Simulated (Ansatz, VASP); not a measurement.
WC: VASP beside Ansatz

```
CELL_PARAMETERS angstrom
-1.54912 1.54912 2.18938
1.54912 -1.54912 2.18938
1.54912 1.54912 -2.18938
ATOMIC_POSITIONS crystal
W 0.00000 0.00000 0.00000
C 0.50000 0.50000 0.00000
```

Alike in both runs: functional PBE; k mesh 7 × 7 × 7; occupations gaussian, width 0.2 eV; no spin polarisation.

Ansatz relaxed the structure, and its values are those at the end. VASP's run is a single point on that final structure, the one shown.

|  | VASP | Ansatz |
| --- | --- | --- |
| version | VASP 6.6.1 | Ansatz 0.2.0 |
| potentials or method | VASP PAW PBE potentials, release 64 (W_sv, C), cutoff 600 eV | scalar-relativistic, plane waves, PAW |
| valence electrons in the cell | 18 | 18 |

VASP gave:

* gap on the k mesh at the Fermi level (eV): none
* pressure (GPa): 0.5

What did Ansatz give for the same quantities?

gap on the k mesh at the Fermi level (eV): none; pressure (GPa): -0.3.

A gap of «none» marks a metal or a gap that the smearing closes.

The k mesh is coarse, so the values compare programs but aren't converged. Neither program's run includes spin-orbit coupling.
